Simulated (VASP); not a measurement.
Set up this calculation in VASP 6.6.1, as the native input.

```
Task                   : relaxation of shape and atoms at fixed volume
Functional             : LDA
Potentials or basis    : VASP PAW LDA potentials, release 64 (Ga_d, O)
Cutoff                 : 600 eV
k mesh                 : 6 × 6 × 6
Occupations            : gaussian, width 0.02 eV
Spin                   : no spin polarisation
Dipole correction      : no
Further INCAR settings : ALGO = Normal; EDIFF = 1e-07; IBRION = 2; EDIFFG = -0.01; NSW = 50; ISIF = 4
```

The structure of Ga2O3 lies in POSCAR:

```
Ga2O3
1.0
    2.4050261308      1.3885424840      4.2742811460
   -2.4050261308      1.3885424840      4.2742811460
    0.0000000000     -2.7770849681      4.2742811460
Ga O
4 6
Direct
    0.8562517608      0.8562517608      0.8562517608
    0.6437482392      0.6437482392      0.6437482392
    0.1437482392      0.1437482392      0.1437482392
    0.3562517608      0.3562517608      0.3562517608
    0.0526466490      0.4473533510      0.7500000000
    0.7500000000      0.0526466490      0.4473533510
    0.4473533510      0.7500000000      0.0526466490
    0.9473533510      0.5526466490      0.2500000000
    0.2500000000      0.9473533510      0.5526466490
    0.5526466490      0.2500000000      0.9473533510
```

One way to write it, as run:

INCAR

```
SYSTEM = Ga2O3
  PREC = Accurate
  ENCUT = 600
  EDIFF = 1E-7
  ISMEAR = 0
  SIGMA = 0.02
  LREAL = .FALSE.
  LASPH = .TRUE.
  NELM = 80
  ALGO = Normal
  ISIF = 4
  LWAVE = .FALSE.
  LCHARG = .FALSE.
  GGA = CA
  IBRION = 2
  NSW = 50
  EDIFFG = -0.01
```

KPOINTS

```
Automatic mesh
0
G
  6 6 6
  0 0 0
```

Potentials or basis: VASP PAW LDA potentials, release 64 (Ga_d, O).

Launch:

```console
$ cat potpaw_LDA.64/Ga_d/POTCAR potpaw_LDA.64/O/POTCAR > POTCAR
$ mpirun -np 1 vasp_std > vasp.out
```

It gave:

* Energy gained by relaxing: 0.3 meV/atom
* Ionic steps: 6
* Pressure after relaxing: 29.9 GPa
* Largest force after relaxing: 0.006 eV/Å
* Band gap on the k mesh: 4.10 eV (least direct gap 4.42 eV)

It took 13 min on 1 thread of Intel Xeon 8259CL, with other jobs on the host, peak memory 0.3 GiB.
